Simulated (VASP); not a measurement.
# Sr in VASP: single point with r2SCAN

Aim: the single point of Sr with r2SCAN.

Everything below comes from runs of VASP 6.6.1. Logs are shortened: lines on timing, memory, paths and dates and some standing lists are left out, and cuts for length are marked.

### 1 The cell of the first run

The typed cell holds 2 atoms: a = 3.819 Å, b = 3.819 Å, c = 6.053 Å, α = 90.00°, β = 90.00°, γ = 60.00°.

This isn't the form of Sr at room conditions, which is fcc.

### 2 Single point, r2SCAN

POSCAR reads:

```
Sr
1.0
    1.9093920000      3.3071620000      0.0000000000
   -1.9093920000      3.3071620000      0.0000000000
    0.0000000000      0.0000000000      6.0533060000
Sr
2
Direct
    0.3333000000      0.3334000000      0.2500000000
    0.6666000000      0.6667000000      0.7500000000
```

INCAR.step1 reads:

```
SYSTEM = Sr
  ALGO = Normal
  EDIFF = 1E-4
  ENCUT = 520
  GGA = PE
  ISMEAR = -1
  LASPH = .TRUE.
  LCHARG = .FALSE.
  LREAL = .FALSE.
  LWAVE = .TRUE.
  NBANDS = 17
  NELM = 60
  PREC = Accurate
  SIGMA = 0.1
```

INCAR.step2 reads:

```
SYSTEM = Sr
  ALGO = Normal
  EDIFF = 1E-6
  ENCUT = 520
  ISIF = 2
  ISMEAR = -1
  ISTART = 1
  LASPH = .TRUE.
  LCHARG = .TRUE.
  LELF = .TRUE.
  LMIXTAU = .TRUE.
  LREAL = .FALSE.
  LVHAR = .TRUE.
  LWAVE = .FALSE.
  METAGGA = R2SCAN
  NBANDS = 17
  NELM = 60
  PREC = Accurate
  SIGMA = 0.1
```

KPOINTS reads:

```
k-points
0
G
  10 10 6
  0 0 0
```

Potentials or basis: VASP PAW PBE potentials, release 64 (Sr_sv).

Launch:

```
cat potpaw_PBE.64/Sr_sv/POTCAR > POTCAR
cp INCAR.step1 INCAR
mpirun -np 1 vasp_std > vasp.out
cp INCAR.step2 INCAR
mpirun -np 1 vasp_std > vasp.out
```

OUTCAR:

```text
SYSTEM = Sr
   EDIFF = 1E-6
   ENCUT = 520
   ISIF = 2
   ISMEAR = -1
   ISTART = 1
   LASPH = .TRUE.
   LREAL = .FALSE.
   METAGGA = R2SCAN
   NELM = 60
   PREC = Accurate

 ion  position               nearest neighbor table
   1  0.333  0.333  0.250-   2 3.74   2 3.74   2 3.74   2 3.74   2 3.74   2 3.74
   2  0.667  0.667  0.750-   1 3.74   1 3.74   1 3.74   1 3.74   1 3.74   1 3.74

  LATTYP: Found a hexagonal cell.
 ALAT       =     3.8187823064
 C/A-ratio  =     1.5851403705

  Lattice vectors:

 A1 = (   1.9093920000,  -3.3071620000,   0.0000000000)
 A2 = (   1.9093920000,   3.3071620000,   0.0000000000)
 A3 = (   0.0000000000,   0.0000000000,   6.0533060000)

Analysis of symmetry for initial positions (statically):
=====================================================================
 Subroutine PRICEL returns:
 Original cell was already a primitive cell.

 Routine SETGRP: Setting up the symmetry group for a
 hexagonal supercell.

 Subroutine GETGRP returns: Found  8 space group operations
 (whereof  2 operations were pure point group operations)
 out of a pool of 24 trial point group operations.

The static configuration has the point symmetry C_2 .
 The point group associated with its full space group is D_2h.

Analysis of symmetry for dynamics (positions and initial velocities):
=====================================================================
 Subroutine PRICEL returns:
 Original cell was already a primitive cell.

 Routine SETGRP: Setting up the symmetry group for a
 hexagonal supercell.

 Subroutine GETGRP returns: Found  8 space group operations
 (whereof  2 operations were pure point group operations)
 out of a pool of 24 trial point group operations.

The dynamic configuration has the point symmetry C_2 .
 The point group associated with its full space group is D_2h.

 Subroutine INISYM returns: Found  8 space group operations
 (whereof  2 operations are pure point group operations),
 and found     1 'primitive' translations

----------------------------------------------------------------------------------------

                                     Primitive cell

  volume of cell :      76.4492

  direct lattice vectors                    reciprocal lattice vectors
     1.909392000  3.307162000  0.000000000     0.261863462  0.151187030  0.000000000
    -1.909392000  3.307162000  0.000000000    -0.261863462  0.151187030  0.000000000
[... 83 lines left out ...]
   ENCUT  =  520.0 eV  38.22 Ry    6.18 a.u.   7.10  7.10 11.26*2*pi/ulx,y,z
   NELM   =     60;   NELMIN=  2; NELMDL=  0     # of ELM steps
   EDIFF  = 0.1E-05   stopping-criterion for ELM
   LREAL  =      F    real-space projection
   EDIFFG = 0.1E-04   stopping-criterion for IOM
   NSW    =      0    number of steps for IOM
   IBRION =     -1    ionic relax: 0-MD 1-quasi-New 2-CG
   NFREE  =      0    steps in history (QN), initial steepest desc. (CG)
   ISIF   =      2    stress and relaxation
   ISYM   =      2    0-nonsym 1-usesym 2-fastsym
   POTIM  = 0.5000    time-step for ionic-motion
   TEBEG  =    0.0;   TEEND  =   0.0 temperature during run
   PSTRESS=    0.0 pullay stress
   NELECT =      20.0000    total number of electrons
   NUPDOWN=      -1.0000    fix difference up-down
   EMIN   =  10.00;   EMAX   =-10.00  energy-range for DOS
   EFERMI =   0.00;   METHOD = LEGACY
   ISMEAR =    -1;   SIGMA  =   0.10  broadening in eV -4-tet -1-fermi 0-gaus
   EFERMI_NEDOS =   21; number of points for ismear=-14 and -15
   IALGO  =     38    algorithm
   IMIX   =      4    mixing-type and parameters
     AMIX     =   0.40;   BMIX     =  1.00
     AMIX_MAG =   1.60;   BMIX_MAG =  1.00
  volume/ion in A,a.u.               =      38.22       257.95
  Fermi-wavevector in a.u.,A,eV,Ry     =   1.047033  1.978606 14.915773  1.096278
  Thomas-Fermi vector in A             =   2.181896
   LORBIT       =      0    0 simple, 1 ext, 2 COOP (PROOUT), +10 PAW based schemes
   METAGGA = R2SCAN    functional components
   LHFCALC =     F    Hartree Fock is set to
   AEXX    =    0.0000 exact exchange contribution
   IVDW    =     0    specifies the selected vdW correction
   LEPSILON=     F    determine dielectric tensor
   LRPA    =     F    only Hartree local field effects (RPA)
 non-spin polarized calculation
  energy-cutoff  :      520.00
  volume of cell :       76.45
 maximum number of plane-waves:      2086
   NGX = 15   NGY = 15   NGZ = 23

 number of electron      20.0000000 magnetization

 Free energy of the ion-electron system (eV)
  ---------------------------------------------------
  ext. energy  EPLUGINS =         0.00000000
  ---------------------------------------------------
  free energy    TOTEN  =       -29.44833856 eV

  energy without entropy =      -29.37326005  energy(sigma->0) =      -29.41079931

 E-fermi :   3.0098     XC(G=0):  -9.0562

 val. band max:        2.9874213619   @ k =   0.3000   0.5000   0.0000
 cond. band min:       3.0584723962   @ k =   0.4000   0.1000   0.0000
 fundamental gap:      0.0710510344
 Fermi energy:         3.0098250980

 k-point     1 :       0.0000    0.0000    0.0000
  band No.  band energies     occupation
      1     -34.3221      2.00000
      2     -34.2367      2.00000
      3     -16.1341      2.00000
      4     -15.5293      2.00000
      5     -15.5292      2.00000
      6     -15.4324      2.00000
[... 457 lines left out ...]
      4     -15.8489      2.00000
      5     -15.8279      2.00000
      6     -15.6466      2.00000
[... 9 lines left out ...]
     16       7.8229      0.00000
     17       8.2121      0.00000

 [... further k-points ...]

------------------------ aborting loop because EDIFF is reached ----------------------------------------

  FORCE on cell =-STRESS in cart. coord.  units (eV):
  Direction    XX          YY          ZZ          XY          YZ          ZX
  --------------------------------------------------------------------------------------
  -------------------------------------------------------------------------------------
  Total        3.6229248      3.6235683      4.5951379      0.0000000     -0.0000000      0.0000000
  in kB       75.9270812     75.9405684     96.3021409      0.0000000     -0.0000000      0.0000000
  external PRESSURE =      82.7232635 kB  Pullay stress =       0.0000000 kB

 VOLUME and BASIS-vectors are now :
 -----------------------------------------------------------------------------
  energy-cutoff  :      520.00
  volume of cell :       76.45
      direct lattice vectors                 reciprocal lattice vectors
     1.909392000  3.307162000  0.000000000     0.261863462  0.151187030  0.000000000
    -1.909392000  3.307162000  0.000000000    -0.261863462  0.151187030  0.000000000
     0.000000000  0.000000000  6.053306000     0.000000000  0.000000000  0.165198984

 POSITION                                       TOTAL-FORCE (eV/Angst)
 -----------------------------------------------------------------------------------
     -0.00019      2.20488      1.51333         0.000000     -0.000014      0.000000
     -0.00019      4.40944      4.53998         0.000000      0.000014      0.000000
 -----------------------------------------------------------------------------------
    total drift:                                0.000000      0.000000     -0.000000

  FREE ENERGIE OF THE ION-ELECTRON SYSTEM (eV)
  ---------------------------------------------------
  free  energy   TOTEN  =       -29.4483385637 eV

  energy  without entropy=      -29.3732600543  energy(sigma->0) =      -29.41079931
```

OUTCAR.step1:

```text
SYSTEM = Sr
   EDIFF = 1E-4
   ENCUT = 520
   GGA = PE
   ISMEAR = -1
   LASPH = .TRUE.
   LREAL = .FALSE.
[... 702 lines left out ...]
     -0.00019      2.20488      1.51333         0.000000     -0.000072      0.000000
     -0.00019      4.40944      4.53998         0.000000      0.000072     -0.000000
 -----------------------------------------------------------------------------------
    total drift:                                0.000000      0.000000     -0.000000

  FREE ENERGIE OF THE ION-ELECTRON SYSTEM (eV)
  ---------------------------------------------------
  free  energy   TOTEN  =        -2.6794904338 eV

  energy  without entropy=       -2.5997390590  energy(sigma->0) =       -2.63961475
```

Run time: 5.9 min. Hardware: 1 thread of Intel Xeon Platinum 8259CL at 2.50GHz (Skylake/Cascade Lake), shared host; peak memory 0.29 GiB.

What came out:

```
Free energy            : -29.4483 eV
Pressure               : 8.3 GPa
Band gap on the k mesh : zero (bands 10 and 11 overlap by 0.32 eV)
```

Levels at points of the mesh, in eV from the Fermi level:
```
           k point  band 8  band 9  band 10  band 11  band 12  band 13
(0.00, 0.00, 0.00)  -18.43   -4.21    -1.20     1.04     2.94     2.94
(0.50, 0.00, 0.00)  -18.51   -1.02    -0.56    -0.19     0.43     2.16
(0.50, 0.50, 0.00)  -18.51   -1.02    -0.56    -0.19     0.43     2.16
(0.00, 0.00, 0.50)  -18.49   -2.79    -2.79     1.81     1.81     2.92
(0.50, 0.00, 0.50)  -18.60   -1.03    -1.03     0.78     0.78     1.94
(0.50, 0.50, 0.50)  -18.60   -1.03    -1.03     0.78     0.78     1.94
```

Caveat: the cell stands under pressure; the PAW data sets were made with another functional, which shifts forces and pressure a little.

The gap in the log of VASP goes by the Fermi energy; the results here count the filled bands.